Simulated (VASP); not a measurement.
# TaN (P6_3mc) in VASP: single point with LDA

Aim: the single point of TaN with LDA.

Everything below comes from runs of VASP 6.6.1. Logs are shortened: lines on timing, memory, paths and dates and some standing lists are left out, and cuts for length are marked.

## (1) The cell of the first run

The structure is hexagonal, space group P6_3mc (No. 186). The conventional cell has a = 3.020 Å, b = 3.020 Å, c = 4.940 Å, α = 90.00°, β = 90.00°, γ = 120.00°. Ta (site symmetry 3m) has 4 N at 1.83 to 1.90 Å within 2.4 Å. Within 2.4 Å of N (site symmetry 3m) lie 4 Ta at 1.83 to 1.90 Å.

## (2) Single point, LDA (equal xx and yy strain of -1 %)

The input, INCAR:

```
SYSTEM = TaN
PREC     = Accurate       ! precision mode
ENCUT    = 600            ! plane-wave cutoff, eV
EDIFF    = 1E-6           ! SCF threshold, eV
ISMEAR   = -1             ! smearing method
SIGMA    = 0.03           ! smearing width, eV
LREAL    = .False.        ! projectors in reciprocal space
LASPH    = .True.         ! aspherical terms in the spheres
NELM     = 120            ! most SCF steps
ALGO     = Normal         ! electronic algorithm
ISIF     = 2              ! what is computed and relaxed
LWAVE    = .False.        ! write WAVECAR
LCHARG   = .True.         ! write CHGCAR
LELF     = .True.         ! ELF
LVHAR    = .True.       
NBANDS   = 24             ! bands
GGA_COMPAT= .False.
```

The input, KPOINTS:

```
Automatic mesh
0
Gamma
  9 9 5
  0 0 0
```

The input, POSCAR:

```
TaN
1.0
    3.0195010796      0.0000000000      0.0000000000
   -1.5097505398      2.6149646417      0.0000000000
    0.0000000000      0.0000000000      4.9400000000
Ta N
2 2
Direct
    0.3333333333      0.6666666667      0.0000000000
    0.6666666667      0.3333333333      0.5000000000
    0.3333333333      0.6666666667      0.3850000000
    0.6666666667      0.3333333333      0.8850000000
```

Potentials or basis: VASP PAW LDA potentials, release 64 (Ta_pv, N).

Command:

```sh
cat potpaw_LDA.64/Ta_pv/POTCAR potpaw_LDA.64/N/POTCAR > POTCAR
mpirun -np 1 vasp_std > vasp.out
```

OUTCAR:

```text
SYSTEM = TaN
   PREC = Accurate
   ENCUT = 600
   EDIFF = 1E-6
   ISMEAR = -1
   LREAL = .False.
   LASPH = .True.
   NELM = 120
   ISIF = 2

 ion  position               nearest neighbor table
   1  0.333  0.667  0.000-   4 1.83   4 1.83   4 1.83   3 1.90   2 3.02   2 3.02   2 3.02   2 3.02
                             2 3.02   2 3.02
   2  0.667  0.333  0.500-   3 1.83   3 1.83   3 1.83   4 1.90   1 3.02   1 3.02   1 3.02   1 3.02
                             1 3.02   1 3.02
   3  0.333  0.667  0.385-   2 1.83   2 1.83   2 1.83   1 1.90
   4  0.667  0.333  0.885-   1 1.83   1 1.83   1 1.83   2 1.90

  LATTYP: Found a hexagonal cell.
 ALAT       =     3.0195010796
 C/A-ratio  =     1.6360318708

  Lattice vectors:

 A1 = (   3.0195010796,   0.0000000000,   0.0000000000)
 A2 = (  -1.5097505398,   2.6149646417,   0.0000000000)
 A3 = (   0.0000000000,   0.0000000000,   4.9400000000)

Analysis of symmetry for initial positions (statically):
=====================================================================
 Subroutine PRICEL returns:
 Original cell was already a primitive cell.

 Routine SETGRP: Setting up the symmetry group for a
 hexagonal supercell.

 Subroutine GETGRP returns: Found 12 space group operations
 (whereof  6 operations were pure point group operations)
 out of a pool of 24 trial point group operations.

The static configuration has the point symmetry C_3v.
 The point group associated with its full space group is C_6v.

Analysis of symmetry for dynamics (positions and initial velocities):
=====================================================================
 Subroutine PRICEL returns:
 Original cell was already a primitive cell.

 Routine SETGRP: Setting up the symmetry group for a
 hexagonal supercell.

 Subroutine GETGRP returns: Found 12 space group operations
 (whereof  6 operations were pure point group operations)
 out of a pool of 24 trial point group operations.

The dynamic configuration has the point symmetry C_3v.
 The point group associated with its full space group is C_6v.

 Subroutine INISYM returns: Found 12 space group operations
 (whereof  6 operations are pure point group operations),
 and found     1 'primitive' translations

----------------------------------------------------------------------------------------

                                     Primitive cell

  volume of cell :      39.0057

  direct lattice vectors                    reciprocal lattice vectors
     3.019501080  0.000000000  0.000000000     0.331180541  0.191207174  0.000000000
    -1.509750540  2.614964642  0.000000000     0.000000000  0.382414349  0.000000000
     0.000000000  0.000000000  4.940000000     0.000000000  0.000000000  0.202429150

  length of vectors
     3.019501080  3.019501080  4.940000000     0.382414349  0.382414349  0.202429150

  position of ions in fractional coordinates (direct lattice)
     0.333333333  0.666666667  0.000000000
     0.666666667  0.333333333  0.500000000
     0.333333333  0.666666667  0.385000000
     0.666666667  0.333333333  0.885000000

  ion indices of the primitive-cell ions
   primitive index   ion index
                 1           1
                 2           2
                 3           3
                 4           4

----------------------------------------------------------------------------------------

 KPOINTS: Automatic mesh

Automatic generation of k-mesh.
 Grid dimensions read from file:
 generate k-points for:    9    9    5

 Generating k-lattice:

  Cartesian coordinates                     Fractional coordinates (reciprocal lattice)
     0.036797838  0.021245242  0.000000000     0.111111111 -0.000000000  0.000000000
     0.000000000  0.042490483  0.000000000     0.000000000  0.111111111  0.000000000
     0.000000000  0.000000000  0.040485830     0.000000000  0.000000000  0.200000000

  Length of vectors
     0.042490483  0.042490483  0.040485830

  Shift w.r.t. Gamma in fractional coordinates (k-lattice)
     0.000000000  0.000000000  0.000000000

 Subroutine IBZKPT returns following result:
 ===========================================

 Found     36 irreducible k-points:

 Following reciprocal coordinates:
            Coordinates               Weight
  0.000000  0.000000  0.000000      1.000000
  0.111111  0.000000  0.000000      6.000000
  0.222222  0.000000  0.000000      6.000000
  0.333333  0.000000  0.000000      6.000000
  0.444444  0.000000  0.000000      6.000000
  0.111111  0.111111  0.000000      6.000000
[... 16 lines left out ...]
  0.333333  0.222222  0.200000     24.000000
  0.333333  0.333333  0.200000      4.000000
 [... further k-points ...]
   k-points           NKPTS =     36   k-points in BZ     NKDIM =     36   number of bands    NBANDS=     24
   number of dos      NEDOS =    301   number of ions     NIONS =      4
   total plane-waves  NPLWV =  23040
   dimension x,y,z NGX =    24 NGY =   24 NGZ =   40
   dimension x,y,z NGXF=    48 NGYF=   48 NGZF=   80
   ions per type =               2   2
   NGX,Y,Z   is equivalent  to a cutoff of  13.21, 13.21, 13.46 a.u.
   NGXF,Y,Z  is equivalent  to a cutoff of  26.43, 26.43, 26.92 a.u.
 SYSTEM =  TaN
   PREC   = accura    normal or accurate (medium, high low for compatibility)
   ISTART =      0    job   : 0-new  1-cont  2-samecut
   ICHARG =      2    charge: 1-file 2-atom 10-const
   ISPIN  =      1    spin polarized calculation?
   LNONCOLLINEAR =      F non collinear calculations
   LSORBIT =      F    spin-orbit coupling
   LASPH  =      T    aspherical Exc in radial PAW
   ENCUT  =  600.0 eV  44.10 Ry    6.64 a.u.   6.03  6.03  9.87*2*pi/ulx,y,z
   NELM   =    120;   NELMIN=  2; NELMDL= -5     # of ELM steps
   EDIFF  = 0.1E-05   stopping-criterion for ELM
   LREAL  =      F    real-space projection
   EDIFFG = 0.1E-04   stopping-criterion for IOM
   NSW    =      0    number of steps for IOM
   IBRION =     -1    ionic relax: 0-MD 1-quasi-New 2-CG
   NFREE  =      0    steps in history (QN), initial steepest desc. (CG)
   ISIF   =      2    stress and relaxation
   ISYM   =      2    0-nonsym 1-usesym 2-fastsym
   POTIM  = 0.5000    time-step for ionic-motion
   TEBEG  =    0.0;   TEEND  =   0.0 temperature during run
   PSTRESS=    0.0 pullay stress
   NELECT =      32.0000    total number of electrons
   NUPDOWN=      -1.0000    fix difference up-down
   EMIN   =  10.00;   EMAX   =-10.00  energy-range for DOS
   EFERMI =   0.00;   METHOD = LEGACY
   ISMEAR =    -1;   SIGMA  =   0.03  broadening in eV -4-tet -1-fermi 0-gaus
   EFERMI_NEDOS =   21; number of points for ismear=-14 and -15
   IALGO  =     38    algorithm
   IMIX   =      4    mixing-type and parameters
     AMIX     =   0.40;   BMIX     =  1.00
     AMIX_MAG =   1.60;   BMIX_MAG =  1.00
  volume/ion in A,a.u.               =       9.75        65.81
  Fermi-wavevector in a.u.,A,eV,Ry     =   1.532553  2.896105 31.956258  2.348719
  Thomas-Fermi vector in A             =   2.639743
   LORBIT       =      0    0 simple, 1 ext, 2 COOP (PROOUT), +10 PAW based schemes
   GGA     = CA    functional components
   LHFCALC =     F    Hartree Fock is set to
   AEXX    =    0.0000 exact exchange contribution
   IVDW    =     0    specifies the selected vdW correction
   LEPSILON=     F    determine dielectric tensor
   LRPA    =     F    only Hartree local field effects (RPA)
 non-spin polarized calculation
  energy-cutoff  :      600.00
  volume of cell :       39.01
 maximum number of plane-waves:      1326
   NGX = 13   NGY = 13   NGZ = 19

 number of electron      31.9999996 magnetization

 Free energy of the ion-electron system (eV)
  ---------------------------------------------------
  ext. energy  EPLUGINS =         0.00000000
  ---------------------------------------------------
  free energy    TOTEN  =       -42.31267285 eV

  energy without entropy =      -42.30639207  energy(sigma->0) =      -42.30953246

 E-fermi :   9.8863     XC(G=0): -13.8775

 val. band max:        9.8768510279   @ k =   0.1111   0.1111   0.4000
 cond. band min:       9.8896754613   @ k =   0.1111   0.0000   0.4000
 fundamental gap:      0.0128244334
 Fermi energy:         9.8863384883

 k-point     1 :       0.0000    0.0000    0.0000
  band No.  band energies     occupation
      1     -26.0827      2.00000
      2     -24.9148      2.00000
      3     -24.9148      2.00000
      4     -24.7154      2.00000
      5     -24.7154      2.00000
      6     -24.6352      2.00000
[... 16 lines left out ...]
     23      16.6757      0.00000
     24      16.6757      0.00000

 k-point     2 :       0.1111    0.0000    0.0000
  band No.  band energies     occupation
      1     -26.0357      2.00000
      2     -25.0565      2.00000
      3     -24.9555      2.00000
      4     -24.8764      2.00000
      5     -24.7395      2.00000
      6     -24.6561      2.00000
[... 16 lines left out ...]
     23      16.6990      0.00000
     24      17.2632      0.00000

 k-point     3 :       0.2222    0.0000    0.0000
  band No.  band energies     occupation
      1     -25.9192      2.00000
      2     -25.3915      2.00000
      3     -25.2539      2.00000
      4     -25.0546      2.00000
      5     -24.8023      2.00000
      6     -24.7210      2.00000
[... 16 lines left out ...]
     23      17.1924      0.00000
     24      18.6313      0.00000
[... 514 lines left out ...]
 k-point    23 :       0.3333    0.2222    0.2000
  band No.  band energies     occupation
      1     -26.0159      2.00000
      2     -25.9230      2.00000
      3     -25.4998      2.00000
      4     -25.2422      2.00000
      5     -25.1833      2.00000
      6     -24.9707      2.00000
[... 16 lines left out ...]
     23      17.3321      0.00000
     24      17.8491      0.00000

 k-point    24 :       0.3333    0.3333    0.2000
  band No.  band energies     occupation
      1     -25.9237      2.00000
      2     -25.9237      2.00000
      3     -25.6513      2.00000
      4     -25.3372      2.00000
      5     -25.0794      2.00000
      6     -25.0794      2.00000
[... 16 lines left out ...]
     23      17.8305      0.00000
     24      17.8305      0.00000

 [... further k-points ...]

------------------------ aborting loop because EDIFF is reached ----------------------------------------

  FORCE on cell =-STRESS in cart. coord.  units (eV):
  Direction    XX          YY          ZZ          XY          YZ          ZX
  --------------------------------------------------------------------------------------
  -------------------------------------------------------------------------------------
  Total       36.2507557     36.2507557     28.1054854      0.0000000     -0.0000000      0.0000000
  in kB     1489.0171070   1489.0171070   1154.4462386      0.0000000     -0.0000000      0.0000000
  external PRESSURE =    1377.4934842 kB  Pullay stress =       0.0000000 kB

 VOLUME and BASIS-vectors are now :
 -----------------------------------------------------------------------------
  energy-cutoff  :      600.00
  volume of cell :       39.01
      direct lattice vectors                 reciprocal lattice vectors
     3.019501080  0.000000000  0.000000000     0.331180541  0.191207174  0.000000000
    -1.509750540  2.614964642  0.000000000     0.000000000  0.382414349  0.000000000
     0.000000000  0.000000000  4.940000000     0.000000000  0.000000000  0.202429150

 POSITION                                       TOTAL-FORCE (eV/Angst)
 -----------------------------------------------------------------------------------
     -0.00000      1.74331      0.00000         0.000000     -0.000000      2.851233
      1.50975      0.87165      2.47000        -0.000000      0.000000      2.851233
     -0.00000      1.74331      1.90190        -0.000000      0.000000     -2.851233
      1.50975      0.87165      4.37190         0.000000      0.000000     -2.851233
 -----------------------------------------------------------------------------------
    total drift:                               -0.000000      0.000000      0.000534

  FREE ENERGIE OF THE ION-ELECTRON SYSTEM (eV)
  ---------------------------------------------------
  free  energy   TOTEN  =       -42.3126728500 eV

  energy  without entropy=      -42.3063920717  energy(sigma->0) =      -42.30953246
```

It took 11 s on 1 thread of Intel Xeon 6975P-C (Granite Rapids), shared host; peak memory 0.16 GiB.

What came out:

| Quantity | Value |
| --- | --- |
| Free energy | -42.3127 eV |
| Pressure | 137.7 GPa |
| Largest force | 2.851 eV/Å |
| Band gap on the k mesh | zero (bands 16 and 17 overlap by 2.27 eV) |

Forces in eV/Å, atoms in the order of the input:
```
Ta   0.000  0.000  2.851
Ta   0.000  0.000  2.851
N    0.000  0.000 -2.851
N    0.000  0.000 -2.851
```

Levels at points of the mesh, in eV from the Fermi level:
```tsv
k point	band 14	band 15	band 16	band 17	band 18	band 19
(0.00, 0.00, 0.00)	-7.54	-0.85	-0.85	-0.15	2.28	2.68
```

Caveat: the cell differs from its parent crystal (equal xx and yy strain of -1 %); the cell stands under pressure; spin-orbit coupling is left out, which moves the levels of the heavy elements; forces of over 1 eV/Å act on the atoms, so gaps and moduli don't describe the material at rest.
